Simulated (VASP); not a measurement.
Te2Mo, 3 atoms in the cell. The cell holds a slab with vacuum, 3 atoms: a = 3.311 Å, b = 3.311 Å, c = 17.993 Å, α = 90.00°, β = 90.00°, γ = 120.00°. 

* Program: VASP 6.6.1
* Task: single point
* Functional: LDA
* Potentials or basis: VASP PAW LDA potentials, release 64 (Te, Mo_sv)
* Cutoff: 520 eV
* k mesh: 12 × 12 × 2
* Occupations: gaussian, width 0.02 eV
* Spin: no spin polarisation
* Dipole correction: no
* Further INCAR settings: ALGO = Normal; EDIFF = 1e-06; NBANDS = 20

Potentials or basis: VASP PAW LDA potentials, release 64 (Te, Mo_sv).

Run with:

```sh
$ cat potpaw_LDA.64/Te/POTCAR potpaw_LDA.64/Mo_sv/POTCAR > POTCAR
$ mpirun -np 1 vasp_std > vasp.out
```

Hardware: 1 thread of Intel(R) Xeon(R) 6975P-C (Granite Rapids) (shared host).

Estimate the wall time of this run.

Wall time 2.6 min on 1 thread of Intel(R) Xeon(R) 6975P-C (Granite Rapids), on a shared host, peak memory 0.32 GiB. Counts: scf iterations 22, k points 38.
